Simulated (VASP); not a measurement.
# Ni (I4_1/amd) in VASP: further runs

Ni is run at these levels: r2SCAN; tasks: single point, relaxation of cell and atoms.

Program: VASP 6.6.1. These are calculated values, not measurements. Logs are shortened: lines on timing, memory, paths and dates and some standing lists are left out, and cuts for length are marked.

### 1 The cell of the first run

The structure is tetragonal, space group I4_1/amd (No. 141). The conventional cell has a = 4.305 Å, b = 4.305 Å, c = 2.348 Å, α = 90.00°, β = 90.00°, γ = 90.00°. Within 3.0 Å of Ni (site symmetry -4m2) lie 10 Ni at 2.23 to 2.78 Å.

### 2 Single point, r2SCAN, collinear spin, ferromagnetic start

Contents of POSCAR:

```
Ni
1.0
   -2.1523410896      2.1523410896      1.1741417954
    2.1523410896     -2.1523410896      1.1741417954
    2.1523410896      2.1523410896     -1.1741417954
Ni
2
Direct
    0.0000000000      0.0000000000      0.0000000000
    0.7500000000      0.2500000000      0.5000000000
```

Contents of INCAR.step1:

```
ALGO     = Normal         # electronic algorithm
EDIFF    = 1E-4           # SCF threshold, eV
ENCUT    = 520            # plane-wave cutoff, eV
GGA      = PE             # functional
ISMEAR   = 0              # smearing method
ISPIN    = 2              # spin polarisation
LASPH    = True           # aspherical terms in the spheres
LCHARG   = False          # write CHGCAR
LMAXMIX  = 4              # l up to which the mixer works
LREAL    = False          # projectors in reciprocal space
LWAVE    = True           # write WAVECAR
MAGMOM   = 2 2            # initial moments
NBANDS   = 21             # bands
NELM     = 150            # most SCF steps
PREC     = Accurate       # precision mode
SIGMA    = 0.1            # smearing width, eV
```

Contents of INCAR.step2:

```
ALGO     = Normal         # electronic algorithm
EDIFF    = 1E-6           # SCF threshold, eV
ENCUT    = 520            # plane-wave cutoff, eV
ISIF     = 2              # what is computed and relaxed
ISMEAR   = 0              # smearing method
ISPIN    = 2              # spin polarisation
ISTART   = 1            
LASPH    = True           # aspherical terms in the spheres
LCHARG   = False          # write CHGCAR
LMAXMIX  = 4              # l up to which the mixer works
LMIXTAU  = True         
LORBIT   = 11             # projections on sites
LREAL    = False          # projectors in reciprocal space
LWAVE    = False          # write WAVECAR
MAGMOM   = 2 2            # initial moments
METAGGA  = R2SCAN         # meta-GGA
NBANDS   = 21             # bands
NELM     = 150            # most SCF steps
PREC     = Accurate       # precision mode
SIGMA    = 0.1            # smearing width, eV
```

Contents of KPOINTS:

```
k-points
0
Gamma
  8 8 8
```

Potentials or basis: VASP PAW PBE potentials, release 64 (Ni).

Command:

```
$ cat potpaw_PBE.64/Ni/POTCAR > POTCAR
$ cp INCAR.step1 INCAR
$ mpirun -np 1 vasp_std > vasp.out
$ cp INCAR.step2 INCAR
$ mpirun -np 1 vasp_std > vasp.out
```

OUTCAR:

```text
EDIFF = 1E-6
   ENCUT = 520
   ISIF = 2
   ISMEAR = 0
   ISPIN = 2
   ISTART = 1
   LASPH = True
   LORBIT = 11
   LREAL = False
   METAGGA = R2SCAN
   NELM = 150
   PREC = Accurate

 ion  position               nearest neighbor table
   1  0.000  0.000  0.000-   2 2.23   2 2.23   2 2.23   2 2.23   2 2.78   2 2.78   2 2.78   2 2.78

   2  0.750  0.250  0.500-   1 2.23   1 2.23   1 2.23   1 2.23   1 2.78   1 2.78   1 2.78   1 2.78

  LATTYP: Found a body centered tetragonal cell.
 ALAT       =     4.3046821792
 C/A-ratio  =     0.5455184594

  Lattice vectors:

 A1 = (  -2.1523410896,   2.1523410896,   1.1741417954)
 A2 = (   2.1523410896,  -2.1523410896,   1.1741417954)
 A3 = (   2.1523410896,   2.1523410896,  -1.1741417954)

Analysis of symmetry for initial positions (statically):
=====================================================================
 Subroutine PRICEL returns:
 Original cell was already a primitive cell.

 Routine SETGRP: Setting up the symmetry group for a
 body centered tetragonal supercell.

 Subroutine GETGRP returns: Found 16 space group operations
 (whereof  8 operations were pure point group operations)
 out of a pool of 16 trial point group operations.

The static configuration has the point symmetry D_2d.
 The point group associated with its full space group is D_4h.

Analysis of symmetry for dynamics (positions and initial velocities):
=====================================================================
 Subroutine PRICEL returns:
 Original cell was already a primitive cell.

 Routine SETGRP: Setting up the symmetry group for a
 body centered tetragonal supercell.

 Subroutine GETGRP returns: Found 16 space group operations
 (whereof  8 operations were pure point group operations)
 out of a pool of 16 trial point group operations.

The dynamic configuration has the point symmetry D_2d.
 The point group associated with its full space group is D_4h.

Analysis of structural, dynamic, and magnetic symmetry:
=====================================================================
 Subroutine PRICEL returns:
 Original cell was already a primitive cell.

 Routine SETGRP: Setting up the symmetry group for a
 body centered tetragonal supercell.

 Subroutine GETGRP returns: Found 16 space group operations
 (whereof  8 operations were pure point group operations)
 out of a pool of 16 trial point group operations.

The overall configuration has the point symmetry D_2d.
 The point group associated with its full space group is D_4h.

 Subroutine INISYM returns: Found 16 space group operations
 (whereof  8 operations are pure point group operations),
[... 119 lines left out ...]
  Thomas-Fermi vector in A             =   2.690270
   LORBIT       =     11    0 simple, 1 ext, 2 COOP (PROOUT), +10 PAW based schemes
   METAGGA = R2SCAN    functional components
   LHFCALC =     F    Hartree Fock is set to
   AEXX    =    0.0000 exact exchange contribution
   IVDW    =     0    specifies the selected vdW correction
   LEPSILON=     F    determine dielectric tensor
   LRPA    =     F    only Hartree local field effects (RPA)
 spin polarized calculation
 Gauss-broadening in eV      SIGMA  =   0.10
  energy-cutoff  :      520.00
  volume of cell :       21.76
 maximum number of plane-waves:       604
   NGX = 13   NGY = 13   NGZ = 13

 number of electron      19.9999999 magnetization       1.4231320

 Free energy of the ion-electron system (eV)
  ---------------------------------------------------
  ext. energy  EPLUGINS =         0.00000000
  ---------------------------------------------------
  free energy    TOTEN  =       -22.86047340 eV

  energy without entropy =      -22.84851738  energy(sigma->0) =      -22.85449539

 E-fermi :   9.3053     XC(G=0): -14.2616

 val. band max:        9.2988006983   @ k =  -0.3750   0.3750   0.1250
 cond. band min:       9.3138907861   @ k =   0.5000   0.1250  -0.0000
 fundamental gap:      0.0150900877
 Fermi energy:         9.3053366453

 spin component 1

 k-point     1 :       0.0000    0.0000    0.0000
  band No.  band energies     occupation
      1       0.0049      1.00000
      2       4.2133      1.00000
      3       4.9564      1.00000
      4       5.3455      1.00000
      5       5.7406      1.00000
      6       7.7257      1.00000
[... 565 lines left out ...]
     20      33.2352      0.00000
     21      35.7675      0.00000

 [... further k-points ...]

 spin component 2

 k-point     1 :       0.0000    0.0000    0.0000
  band No.  band energies     occupation
      1      -0.1243      1.00000
      2       4.6761      1.00000
      3       6.1593      1.00000
      4       6.3942      1.00000
      5       6.9284      1.00000
      6       8.6670      1.00000
[... 565 lines left out ...]
     20      33.3238      0.00000
     21      35.9028      0.00000

 [... further k-points ...]

------------------------ aborting loop because EDIFF is reached ----------------------------------------

  FORCE on cell =-STRESS in cart. coord.  units (eV):
  Direction    XX          YY          ZZ          XY          YZ          ZX
  --------------------------------------------------------------------------------------
  -------------------------------------------------------------------------------------
  Total        1.7440372      1.7440372      1.7300330      0.0000000      0.0000000      0.0000000
  in kB      128.4291422    128.4291422    127.3978875      0.0000000      0.0000000      0.0000000
  external PRESSURE =     128.0853906 kB  Pullay stress =       0.0000000 kB

 VOLUME and BASIS-vectors are now :
 -----------------------------------------------------------------------------
  energy-cutoff  :      520.00
  volume of cell :       21.76
      direct lattice vectors                 reciprocal lattice vectors
    -2.152341090  2.152341090  1.174141795     0.000000000  0.232305187  0.425842945
     2.152341090 -2.152341090  1.174141795     0.232305187  0.000000000  0.425842945
     2.152341090  2.152341090 -1.174141795     0.232305187  0.232305187  0.000000000

 POSITION                                       TOTAL-FORCE (eV/Angst)
 -----------------------------------------------------------------------------------
      0.00000      0.00000      0.00000        -0.000000      0.000000     -0.000000
      0.00000      2.15234      0.58707         0.000000     -0.000000      0.000000
 -----------------------------------------------------------------------------------
    total drift:                                0.000000      0.000000     -0.000000

  FREE ENERGIE OF THE ION-ELECTRON SYSTEM (eV)
  ---------------------------------------------------
  free  energy   TOTEN  =       -22.8604733964 eV

  energy  without entropy=      -22.8485173785  energy(sigma->0) =      -22.85449539

 total charge

# of ion       s       p       d       tot
------------------------------------------
    1        0.553   0.514   8.403   9.470
    2        0.553   0.514   8.403   9.470
--------------------------------------------------
tot          1.106   1.029  16.806  18.941

 magnetization (x)

# of ion       s       p       d       tot
------------------------------------------
    1       -0.011  -0.024   0.752   0.716
    2       -0.011  -0.024   0.752   0.716
--------------------------------------------------
tot         -0.023  -0.048   1.503   1.433
```

OUTCAR.step1:

```text
EDIFF = 1E-4
   ENCUT = 520
   GGA = PE
   ISMEAR = 0
   ISPIN = 2
[... 1398 lines left out ...]
 -----------------------------------------------------------------------------------
      0.00000      0.00000      0.00000         0.000000      0.000000     -0.000000
      0.00000      2.15234      0.58707        -0.000000     -0.000000      0.000000
 -----------------------------------------------------------------------------------
    total drift:                                0.000000      0.000000     -0.000000

  FREE ENERGIE OF THE ION-ELECTRON SYSTEM (eV)
  ---------------------------------------------------
  free  energy   TOTEN  =        -9.9148272086 eV

  energy  without entropy=       -9.8983774838  energy(sigma->0) =       -9.90660235
```

Run time: 1.9 min. Hardware: 1 thread of Intel Xeon 6975P-C, shared host; peak memory 0.18 GiB.

What came out:

```
Free energy                                           : -22.8605 eV
Pressure                                              : 12.8 GPa
Net moment                                            : 1.42 μB per cell
Site moments                                          : Ni +0.72 μB
Valence electrons inside the program's atomic spheres : Ni 9.47
```

Caveat: the k points lie up to 0.38 Å⁻¹ apart; the PAW data sets were made with another functional, which shifts forces and pressure a little.

### 3 Single point, r2SCAN, collinear spin, ferromagnetic start

This run uses another cell than the first one, of 11.56 Å³/atom, 1.063 times its volume.

Contents of POSCAR:

```
Ni
1.0
   -2.1971246197      2.1971246197      1.1977869490
    2.1971246197     -2.1971246197      1.1977869490
    2.1971246197      2.1971246197     -1.1977869490
Ni
2
Direct
    0.0000000000      0.0000000000      0.0000000000
    0.7500000000      0.2500000000      0.5000000000
```

Contents of INCAR.step1:

```
SYSTEM = Ni
ALGO = Normal
EDIFF = 1E-4
ENCUT = 520
GGA = PE
ISMEAR = 0
ISPIN = 2
LASPH = .TRUE.
LCHARG = .FALSE.
LMAXMIX = 4
LREAL = .FALSE.
LWAVE = .TRUE.
MAGMOM = 0.86 0.86
NBANDS = 21
NELM = 150
PREC = Accurate
SIGMA = 0.1
```

Contents of INCAR.step2:

```
SYSTEM = Ni
ALGO = Normal
EDIFF = 1E-7
ENCUT = 520
ISIF = 2
ISMEAR = 0
ISPIN = 2
ISTART = 1
LASPH = .TRUE.
LCHARG = .FALSE.
LMAXMIX = 4
LMIXTAU = .TRUE.
LORBIT = 11
LREAL = .FALSE.
LWAVE = .FALSE.
MAGMOM = 0.86 0.86
METAGGA = R2SCAN
NBANDS = 21
NELM = 150
PREC = Accurate
SIGMA = 0.1
```

Contents of KPOINTS:

```
k-points
0
G
  8 8 8
  0 0 0
```

Potentials or basis: VASP PAW PBE potentials, release 64 (Ni).

Command:

```
$ cat potpaw_PBE.64/Ni/POTCAR > POTCAR
$ cp INCAR.step1 INCAR
$ mpirun -np 1 vasp_std > vasp.out
$ cp INCAR.step2 INCAR
$ mpirun -np 1 vasp_std > vasp.out
```

It took 4.5 min on 1 thread of Intel Xeon 6975P-C, shared host; peak memory 0.21 GiB.

The run converged. Its results:

```
Free energy                                           : -22.9132 eV
Pressure                                              : 0.3 GPa
Net moment                                            : 1.47 μB per cell
Site moments                                          : Ni +0.74 μB
Valence electrons inside the program's atomic spheres : Ni 9.36
```

Levels at points of the mesh, in eV from the Fermi level:
Spin up:
| k point | band 7 | band 8 | band 9 | band 10 | band 11 | band 12 | band 13 | band 14 | band 15 | band 16 |
| --- | --- | --- | --- | --- | --- | --- | --- | --- | --- | --- |
| (0.00, 0.00, 0.00) | -1.55 | -1.50 | -1.50 | -0.57 | -0.31 | 6.57 | 6.57 | 12.79 | 13.69 | 22.95 |
| (0.50, 0.00, 0.00) | -1.77 | -1.26 | -1.03 | -0.93 | 1.03 | 4.34 | 8.11 | 8.66 | 12.65 | 12.92 |
| (0.50, 0.50, 0.00) | -1.66 | -1.66 | -1.14 | -1.14 | -0.85 | -0.85 | 12.75 | 12.75 | 15.38 | 15.38 |
| (0.50, 0.50, 0.50) | -1.45 | -1.45 | -1.37 | -1.37 | -0.96 | -0.96 | 4.29 | 4.29 | 20.53 | 20.53 |
Spin down:
```tsv
k point	band 6	band 7	band 8	band 9	band 10	band 11	band 12	band 13
(0.00, 0.00, 0.00)	-0.58	-0.58	-0.52	-0.52	0.22	1.34	6.54	6.54
(0.50, 0.00, 0.00)	-1.40	-1.06	-0.52	0.28	0.48	1.78	4.96	8.18
(0.50, 0.50, 0.00)	-1.78	-0.93	-0.93	-0.06	-0.06	0.12	0.12	13.01
(0.50, 0.50, 0.50)	-1.15	-0.94	-0.94	-0.39	-0.39	-0.38	-0.38	5.17
```

Caveat: the k points lie up to 0.37 Å⁻¹ apart; the PAW data sets were made with another functional, which shifts forces and pressure a little.

### 4 Relaxation of cell and atoms, r2SCAN, collinear spin, ferromagnetic start

Contents of POSCAR:

```
Ni
1.0
   -2.1523410896      2.1523410896      1.1741417954
    2.1523410896     -2.1523410896      1.1741417954
    2.1523410896      2.1523410896     -1.1741417954
Ni
2
Direct
    0.0000000000      0.0000000000      0.0000000000
    0.7500000000      0.2500000000      0.5000000000
```

Contents of INCAR.step1:

```
PREC = Accurate
ENCUT = 600
ISMEAR = 0
SIGMA = 0.1
LREAL = False
LASPH = True
NELM = 150
ISPIN = 2
MAGMOM = 0.86 0.86
LMAXMIX = 4
GGA = PE
ALGO = Normal
EDIFF = 1E-4
LWAVE = True
LCHARG = False
```

Contents of INCAR.step2:

```
PREC = Accurate
ENCUT = 600
EDIFF = 1E-7
ISMEAR = 0
SIGMA = 0.1
LREAL = False
LASPH = True
NELM = 150
ALGO = Normal
ISIF = 3
LWAVE = False
LCHARG = False
ISPIN = 2
MAGMOM = 0.86 0.86
LORBIT = 11
LMAXMIX = 4
METAGGA = R2SCAN
LMIXTAU = True
IBRION = 2
NSW = 90
EDIFFG = -0.04
ISTART = 1
```

Contents of KPOINTS:

```
Automatic mesh
0
Gamma
  8 8 8
```

Command:

```
$ cat potpaw_PBE.64/Ni/POTCAR > POTCAR
$ cp INCAR.step1 INCAR
$ mpirun -np 1 vasp_std > vasp.out
$ cp INCAR.step2 INCAR
$ mpirun -np 1 vasp_std > vasp.out
```

Run time: 9 min. Hardware: 1 thread of Intel Xeon 6975P-C, shared host; peak memory 0.21 GiB.

The run converged. Its results:

```
Free energy                                           : -22.9122 eV
Relaxed volume                                        : 11.58 Å³/atom
Relaxed cell                                          : a = 3.332 Å, b = 3.332 Å, c = 3.332 Å, α = 97.44°, β = 97.44°, γ = 137.82°
Space group after relaxing (to 0.05 Å)                : I4_1/amd (No. 141)
Energy gained by relaxing                             : 26.0 meV/atom
Ionic steps                                           : 3
Pressure after relaxing                               : -0.1 GPa
Net moment                                            : 1.47 μB per cell
Site moments                                          : Ni +0.74 μB
Valence electrons inside the program's atomic spheres : Ni 9.36
```

Stress tensor (GPa, compression positive):
```
-0.07  0.00  0.00
 0.00 -0.07  0.00
 0.00  0.00 -0.25
```

The path:
| step | energy change (eV) | largest force (eV/Å) | pressure (GPa) | volume (Å³) |
| --- | --- | --- | --- | --- |
| 1 | 0.0000 | 0.0000 | 12.65 | 21.76 |
| 2 | -0.0093 | 0.0000 | -9.07 | 24.58 |
| 3 | -0.0520 | 0.0000 | -0.13 | 23.17 |

Final structure:
```yaml
crystal:
  lattice:
    - [-2.19792, 2.19792, 1.19884]
    - [2.19792, -2.19792, 1.19884]
    - [2.19792, 2.19792, -1.19884]
  atoms:
    - { symbol: Ni, position: [0.00000, 0.00000, 0.00000] }
    - { symbol: Ni, position: [0.75000, 0.25000, 0.50000] }
```

Levels at points of the mesh, in eV from the Fermi level:
Spin up:
| k point | band 7 | band 8 | band 9 | band 10 | band 11 | band 12 | band 13 | band 14 | band 15 |
| --- | --- | --- | --- | --- | --- | --- | --- | --- | --- |
| (0.00, 0.00, 0.00) | -1.55 | -1.50 | -1.50 | -0.57 | -0.31 | 6.57 | 6.57 | 12.79 | 13.68 |
| (0.50, 0.00, 0.00) | -1.77 | -1.26 | -1.03 | -0.93 | 1.03 | 4.33 | 8.10 | 8.64 | 12.64 |
| (0.50, 0.50, 0.00) | -1.66 | -1.66 | -1.15 | -1.15 | -0.85 | -0.85 | 12.74 | 12.74 | 15.37 |
| (0.50, 0.50, 0.50) | -1.45 | -1.45 | -1.37 | -1.37 | -0.95 | -0.95 | 4.28 | 4.28 | 20.49 |
Spin down:
```csv
k point,band 7,band 8,band 9,band 10,band 11,band 12
"(0.00, 0.00, 0.00)",-0.58,-0.52,-0.52,0.22,1.34,6.54
"(0.50, 0.00, 0.00)",-1.06,-0.52,0.28,0.48,1.78,4.94
"(0.50, 0.50, 0.00)",-0.93,-0.93,-0.06,-0.06,0.12,0.12
"(0.50, 0.50, 0.50)",-0.94,-0.94,-0.39,-0.39,-0.38,-0.38
```

Caveat: the k points lie up to 0.37 Å⁻¹ apart in the final cell; the PAW data sets were made with another functional, which shifts forces and pressure a little.

### 5 Overview

| task | cell | cutoff (eV) | gap on the mesh (eV) | pressure (GPa) | moment (μB) |
| --- | --- | --- | --- | --- | --- |
| single point | a = 3.262 Å, angles 97.4, 97.4, 137.8°, 2 atoms | 520 | none | 12.8 | 1.42 |
| single point | a = 3.330 Å, angles 97.4, 97.4, 137.8°, 2 atoms | 520 | none | 0.3 | 1.47 |
| relaxation of cell and atoms | relaxed from a = 3.262 Å, angles 97.4, 97.4, 137.8°, 2 atoms | 600 | none | -0.1 | 1.47 |

Alike in all rows: level r2SCAN; potentials or basis VASP PAW PBE potentials, release 64 (Ni); spin collinear, ferromagnetic start; k mesh 8 × 8 × 8; smearing gaussian 0.1 eV.

Caveats: all runs use coarse meshes; the PAW data sets were made with another functional, which shifts forces and pressure a little.

Absolute energies hang on the potentials; compare differences alone.
